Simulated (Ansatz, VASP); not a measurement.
## Ga2O3 in VASP and in Ansatz

File POSCAR:

```
Ga2O3
1.0
    6.1070000000     -1.5185500000      0.0000000000
    6.1070000000      1.5185500000      0.0000000000
   -1.3859890000      0.0000000000      5.6300090000
Ga O
4 6
Direct
    0.0905000000      0.0905000000      0.7946000000
    0.9095000000      0.9095000000      0.2054000000
    0.6586600000      0.6586600000      0.3140200000
    0.3413400000      0.3413400000      0.6859800000
    0.1645000000      0.1645000000      0.1098000000
    0.8355000000      0.8355000000      0.8902000000
    0.1733000000      0.1733000000      0.5632000000
    0.8267000000      0.8267000000      0.4368000000
    0.4959000000      0.4959000000      0.2566000000
    0.5041000000      0.5041000000      0.7434000000
```

The input INCAR.step1:

```
ALGO = Normal
EDIFF = 1E-4
ENCUT = 520
GGA = PE
ISMEAR = 0
LASPH = True
LCHARG = False
LREAL = False
LWAVE = True
NBANDS = 55
NELM = 60
PREC = Accurate
SIGMA = 0.01
```

INCAR.step2

```
ALGO = Normal
EDIFF = 1E-6
ENCUT = 520
ISIF = 2
ISMEAR = 0
ISTART = 1
LASPH = True
LCHARG = True
LELF = True
LMIXTAU = True
LREAL = False
LVHAR = True
LWAVE = False
METAGGA = R2SCAN
NBANDS = 55
NELM = 60
PREC = Accurate
SIGMA = 0.01
```

KPOINTS

```
k-points
0
Gamma
  7 7 4
```

Input for Ansatz:

```yaml
crystal:
  lattice:
    - [6.107, -1.51855, 0.0]
    - [6.107, 1.51855, 0.0]
    - [-1.385989, 0.0, 5.630009]
  atoms:
    - { symbol: Ga, position: [0.0905, 0.0905, 0.7946] }
    - { symbol: Ga, position: [0.9095, 0.9095, 0.2054] }
    - { symbol: Ga, position: [0.65866, 0.65866, 0.31402] }
    - { symbol: Ga, position: [0.34134, 0.34134, 0.68598] }
    - { symbol: O, position: [0.1645, 0.1645, 0.1098] }
    - { symbol: O, position: [0.8355, 0.8355, 0.8902] }
    - { symbol: O, position: [0.1733, 0.1733, 0.5632] }
    - { symbol: O, position: [0.8267, 0.8267, 0.4368] }
    - { symbol: O, position: [0.4959, 0.4959, 0.2566] }
    - { symbol: O, position: [0.5041, 0.5041, 0.7434] }
kpoints:
  mp_grid:
    grid: [7, 7, 4]
    shift: [0.0, 0.0, 0.0]
hamiltonian:
  xc: r2scan
  pseudopotentials:
    kind: nc
scf:
  max_iter: 60
  n_extra_bands: 16
  occupations:
    method: fixed
output:
  forces: true
  stress: true
```

Alike in both runs: task single point; functional r2SCAN; k mesh 7 × 7 × 4; no spin polarisation.

```csv
,VASP,Ansatz
version,VASP 6.6.1,Ansatz 0.2.0
potentials or method,"VASP PAW PBE potentials, release 64 (Ga_d, O)","plane waves, norm-conserving potentials"
plane-wave cutoff (eV),520,1290
occupations,"gaussian, width 0.01 eV",fixed
valence electrons in the cell,88,88
```

```tsv
	VASP	Ansatz	Ansatz less VASP
pressure (GPa)	3.1	1.1	-2.02
traceless stress, the component that is largest in VASP (GPa)	0.32	0.08	-0.234
rms of the force components (eV/Å)	0.071	0.051	-0.0194
```

VASP's potentials were made for PBE, not for r2SCAN. Atom by atom the forces differ by 0.042 eV/Å (rms over components).
